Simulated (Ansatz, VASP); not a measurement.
**One calculation of PbS, two programs**

File INCAR:

```
SYSTEM = PbS
ALGO = Normal
EDIFF = 1E-6
ENCUT = 520
ISIF = 2
ISMEAR = 0
LASPH = .TRUE.
LCHARG = .FALSE.
LREAL = .FALSE.
LWAVE = .FALSE.
NBANDS = 17
NELM = 100
PREC = Accurate
SIGMA = 0.01
```

KPOINTS

```
k-points
0
G
  6 6 6
  0 0 0
```

The input POSCAR:

```
PbS
1.0
    2.1126617100      1.2197458000      3.4519162500
   -2.1126617100      1.2197458000      3.4519162500
    0.0000000000     -2.4394916100      3.4519162500
Pb S
1 1
Direct
    0.9805657823      0.9805657823      0.9805657782
    0.4750355513      0.4750355513      0.4750355494
```

Input for Ansatz:

```yaml
crystal:
  lattice:
    - [2.11266171, 1.2197458, 3.45191625]
    - [-2.11266171, 1.2197458, 3.45191625]
    - [0.0, -2.43949161, 3.45191625]
  atoms:
    - { symbol: Pb, position: [0.9805657822545326, 0.9805657822545326, 0.9805657782349829] }
    - { symbol: S, position: [0.4750355513136433, 0.4750355513136433, 0.47503554936637055] }
kpoints:
  mp_grid:
    grid: [6, 6, 6]
hamiltonian:
  xc: lda
scf:
  occupations:
    method: fixed
output:
  eigenvalues: true
```

Alike in both runs: task single point; functional LDA; k mesh 6 × 6 × 6; no spin polarisation.

```csv
,VASP,Ansatz
version,VASP 6.6.1,Ansatz 0.2.0
potentials or method,"VASP PAW LDA potentials, release 64 (Pb_d, S)","plane waves, PAW"
plane-wave cutoff (eV),520,420
occupations,"gaussian, width 0.01 eV",fixed
valence electrons in the cell,20,20
```

```csv
,VASP,Ansatz,Ansatz less VASP
gap on the k mesh at the Fermi level (eV),0.31,0.33,+0.022
```

LDA's correlation is that of Perdew and Zunger in VASP and of Perdew and Wang (1992) in Ansatz.

Neither program's run includes spin-orbit coupling.
